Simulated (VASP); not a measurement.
# C (P-1) in VASP: further runs

Runs on C. Level: PBEsol+D3(BJ). Tasks: single point.

All numbers are computed with VASP 6.6.1; they aren't measurements. Logs are shortened: lines on timing, memory, paths and dates and some standing lists are left out, and cuts for length are marked.

**1. The cell of the first run**

The typed cell holds 2 atoms: a = 3.577 Å, b = 3.577 Å, c = 3.577 Å, α = 40.19°, β = 40.19°, γ = 40.19°.

**2. Single point, PBEsol+D3(BJ) (atoms displaced along a vibrational mode)**

INCAR

```
PREC = Accurate
ENCUT = 520
EDIFF = 1E-6
ISMEAR = 0
SIGMA = 0.05
LREAL = F
LASPH = T
NELM = 80
ALGO = Normal
ISIF = 2
LWAVE = F
LCHARG = F
GGA = PS
IVDW = 12
NBANDS = 11
```

KPOINTS

```
regular mesh
0
Gamma
  15 15 15
```

POSCAR

```
C
1.0
    1.2291305633      0.7096388616      3.2835658809
   -1.2291305633      0.7096388616      3.2835658809
    0.0000000000     -1.4192777231      3.2835658809
C
2
Direct
    0.1503118573      0.1828551861      0.1665835217
    0.8496881427      0.8171448139      0.8334164783
```

Potentials or basis: VASP PAW PBE potentials, release 64 (C).

Launch:

```sh
$ cat potpaw_PBE.64/C/POTCAR > POTCAR
$ mpirun -np 1 vasp_std > vasp.out
```

OUTCAR:

```text
PREC = Accurate
   ENCUT = 520
   EDIFF = 1E-6
   ISMEAR = 0
   LREAL = F
   LASPH = T
   NELM = 80
   ISIF = 2
   GGA = PS
   IVDW = 12
 IVDW          = 12

 ion  position               nearest neighbor table
   1  0.150  0.183  0.167-   2 1.35   2 1.42   2 1.49
   2  0.850  0.817  0.833-   1 1.35   1 1.42   1 1.49

  LATTYP: Found a trigonal (rhomboedric) cell.
 ALAT       =     3.5771712497
 COS(alpha) =     0.7638725005

  Lattice vectors:

 A1 = (   1.2291305633,   0.7096388616,   3.2835658809)
 A2 = (  -1.2291305633,   0.7096388616,   3.2835658809)
 A3 = (   0.0000000000,  -1.4192777231,   3.2835658809)

Analysis of symmetry for initial positions (statically):
=====================================================================
 Subroutine PRICEL returns:
 Original cell was already a primitive cell.

 Routine SETGRP: Setting up the symmetry group for a
 trigonal (rhombohedral) supercell.

 Subroutine GETGRP returns: Found  2 space group operations
 (whereof  2 operations were pure point group operations)
 out of a pool of 12 trial point group operations.

The static configuration has the point symmetry S_2 .

Analysis of symmetry for dynamics (positions and initial velocities):
=====================================================================
 Subroutine PRICEL returns:
 Original cell was already a primitive cell.

 Routine SETGRP: Setting up the symmetry group for a
 trigonal (rhombohedral) supercell.

 Subroutine GETGRP returns: Found  2 space group operations
 (whereof  2 operations were pure point group operations)
 out of a pool of 12 trial point group operations.

The dynamic configuration has the point symmetry S_2 .

 Subroutine INISYM returns: Found  2 space group operations
 (whereof  2 operations are pure point group operations),
 and found     1 'primitive' translations

----------------------------------------------------------------------------------------

                                     Primitive cell

  volume of cell :      17.1843

  direct lattice vectors                    reciprocal lattice vectors
     1.229130563  0.709638862  3.283565881     0.406791609  0.234861245  0.101515653
    -1.229130563  0.709638862  3.283565881    -0.406791609  0.234861245  0.101515653
     0.000000000 -1.419277723  3.283565881     0.000000000 -0.469722490  0.101515653

  length of vectors
     3.577171250  3.577171250  3.577171250     0.480567004  0.480567004  0.480567004

  position of ions in fractional coordinates (direct lattice)
     0.150311857  0.182855186  0.166583522
     0.849688143  0.817144814  0.833416478

[... 85 lines left out ...]
   TEBEG  =    0.0;   TEEND  =   0.0 temperature during run
   PSTRESS=    0.0 pullay stress
   NELECT =       8.0000    total number of electrons
   NUPDOWN=      -1.0000    fix difference up-down
   EMIN   =  10.00;   EMAX   =-10.00  energy-range for DOS
   EFERMI =   0.00;   METHOD = LEGACY
   ISMEAR =     0;   SIGMA  =   0.05  broadening in eV -4-tet -1-fermi 0-gaus
   EFERMI_NEDOS =   21; number of points for ismear=-14 and -15
   IALGO  =     38    algorithm
   IMIX   =      4    mixing-type and parameters
     AMIX     =   0.40;   BMIX     =  1.00
     AMIX_MAG =   1.60;   BMIX_MAG =  1.00
  volume/ion in A,a.u.               =       8.59        57.98
  Fermi-wavevector in a.u.,A,eV,Ry     =   1.268803  2.397689 21.903472  1.609860
  Thomas-Fermi vector in A             =   2.401878
   LORBIT       =      0    0 simple, 1 ext, 2 COOP (PROOUT), +10 PAW based schemes
   GGA     = PS    functional components
   LHFCALC =     F    Hartree Fock is set to
   AEXX    =    0.0000 exact exchange contribution
   IVDW    =    12    specifies the selected vdW correction
   LEPSILON=     F    determine dielectric tensor
   LRPA    =     F    only Hartree local field effects (RPA)
 non-spin polarized calculation
 Gauss-broadening in eV      SIGMA  =   0.05
  energy-cutoff  :      520.00
  volume of cell :       17.18
 maximum number of plane-waves:       476
   NGX = 13   NGY = 13   NGZ = 13

 number of electron       8.0000000 magnetization

 Free energy of the ion-electron system (eV)
  ---------------------------------------------------
  ext. energy  EPLUGINS =         0.00000000
  ---------------------------------------------------
  free energy    TOTEN  =       -19.10424281 eV

  energy without entropy =      -19.10423908  energy(sigma->0) =      -19.10424095

 E-fermi :   4.8659     XC(G=0): -10.7094

 val. band max:        4.7918086390   @ k =   0.0000  -0.3333   0.2667
 cond. band min:       4.9400123585   @ k =   0.4000   0.0667  -0.2667
 fundamental gap:      0.1482037195
 Fermi energy:         4.8659212381

 k-point     1 :       0.0000    0.0000    0.0000
  band No.  band energies     occupation
      1     -14.8783      2.00000
      2      -1.6730      2.00000
      3       0.7159      2.00000
      4       3.1379      2.00000
      5       9.0448      0.00000
      6      11.6826      0.00000
      7      14.7839      0.00000
      8      16.3517      0.00000
      9      17.8854      0.00000
     10      27.3528      0.00000
     11      30.6965      0.00000
[... 309 lines left out ...]
 k-point    24 :      -0.0667   -0.0000   -0.0667
  band No.  band energies     occupation
      1     -14.7665      2.00000
      2      -1.6032      2.00000
      3       0.3794      2.00000
      4       2.8129      2.00000
      5       9.2782      0.00000
      6      12.1536      0.00000
      7      14.7498      0.00000
      8      15.9327      0.00000
      9      18.1301      0.00000
     10      27.7156      0.00000
     11      30.0292      0.00000

 [... further k-points ...]

------------------------ aborting loop because EDIFF is reached ----------------------------------------

 Edisp (eV)   -0.22531

 E8    (eV) :    -0.1096

  FORCE on cell =-STRESS in cart. coord.  units (eV):
  Direction    XX          YY          ZZ          XY          YZ          ZX
  --------------------------------------------------------------------------------------
  -------------------------------------------------------------------------------------
  Total       0.67710     0.50948     0.00670    -1.05416    -0.00309    -0.00605
  in kB      63.12935    47.50108     0.62457   -98.28433    -0.28845    -0.56370
  external pressure =       37.08 kB  Pullay stress =        0.00 kB

 VOLUME and BASIS-vectors are now :
 -----------------------------------------------------------------------------
  energy-cutoff  :      520.00
  volume of cell :       17.18
      direct lattice vectors                 reciprocal lattice vectors
     1.229130563  0.709638862  3.283565881     0.406791609  0.234861245  0.101515653
    -1.229130563  0.709638862  3.283565881    -0.406791609  0.234861245  0.101515653
     0.000000000 -1.419277723  3.283565881     0.000000000 -0.469722490  0.101515653

 POSITION                                       TOTAL-FORCE (eV/Angst)
 -----------------------------------------------------------------------------------
     -0.04000      0.00000      1.64096         4.416832     -0.439583      0.006842
      0.04000      0.00000      8.20973        -4.416832      0.439583     -0.006842
 -----------------------------------------------------------------------------------
    total drift:                               -0.000000      0.000000      0.000000

  FREE ENERGIE OF THE ION-ELECTRON SYSTEM (eV)
  ---------------------------------------------------
  free  energy   TOTEN  =       -19.3295516040 eV

  energy  without entropy=      -19.3295478801  energy(sigma->0) =      -19.32954974
```

stdout:

```text
POSCAR found type information on POSCAR C
 POSCAR found :  1 types and       2 ions
 scaLAPACK will be used
 -----------------------------------------------------------------------------
|                                                                             |
|                                                                             |
|     You enforced a specific xc type in the INCAR file but a different       |
|     I HOPE YOU KNOW WHAT YOU ARE DOING!                                     |
|                                                                             |
 -----------------------------------------------------------------------------

 LDA part: xc-table for (Slater+PW92), standard interpolation
 POSCAR, INCAR and KPOINTS ok, starting setup
 FFT: planning ... GRIDC
 FFT: planning ... GRID_SOFT
 FFT: planning ... GRID
 WAVECAR not read
 entering main loop
```

Run time: 14 min. Hardware: 1 thread of Intel Xeon 8259CL, shared host; peak memory 0.38 GiB.

What came out:

- Free energy: -19.3296 eV
- Pressure: 3.7 GPa
- Largest force: 4.439 eV/Å
- Dispersion energy per atom: -0.113 eV

Forces on the atoms (eV/Å):
```
C    4.417 -0.440  0.007
C   -4.417  0.440 -0.007
```

Stress tensor (GPa, compression positive):
```
 6.31 -9.83 -0.06
-9.83  4.75 -0.03
-0.06 -0.03  0.06
```

Caveat: the cell differs from its parent crystal (atoms displaced along a vibrational mode); the stress differs along the axes, from 0 to 6 GPa; the PAW data sets were made with another functional, which shifts forces and pressure a little.

**3. Single point, PBEsol+D3(BJ) (atoms displaced along a vibrational mode, the cell strained)**

INCAR: that of step 2 with these lines changed.

```diff
@@ -11,5 +11,7 @@
 LWAVE = F
-LCHARG = F
+LCHARG = T
 GGA = PS
 IVDW = 12
+LELF = T
+LVHAR = T
 NBANDS = 11
```

KPOINTS is that of step 2.

POSCAR

```
C
1.0
    1.2393323470      0.7155288641      3.3108194777
   -1.2393323470      0.7155288641      3.3108194777
    0.0000000000     -1.4310577282      3.3108194777
C
2
Direct
    0.1421760251      0.1909910183      0.1665835217
    0.8578239749      0.8090089817      0.8334164783
```

Potentials or basis: VASP PAW PBE potentials, release 64 (C).

Launch:

```sh
$ cat potpaw_PBE.64/C/POTCAR > POTCAR
$ mpirun -np 1 vasp_std > vasp.out
```

Run time: 13 min. Hardware: 1 thread of Intel Xeon 8259CL, shared host; peak memory 0.39 GiB.

The run converged. Its results:

- Free energy: -19.1189 eV
- Pressure: -0.1 GPa
- Largest force: 6.337 eV/Å
- Dispersion energy per atom: -0.112 eV

Forces in eV/Å, atoms in the order of the input:
```
C    6.269 -0.928  0.003
C   -6.269  0.928 -0.003
```

Stress tensor (GPa, compression positive):
```
  1.68 -12.66  -0.06
-12.66  -1.52   0.03
 -0.06   0.03  -0.32
```

Caveat: the cell differs from its parent crystal (atoms displaced along a vibrational mode, the cell strained); the PAW data sets were made with another functional, which shifts forces and pressure a little.

(Part 1 of 2 ends here.)
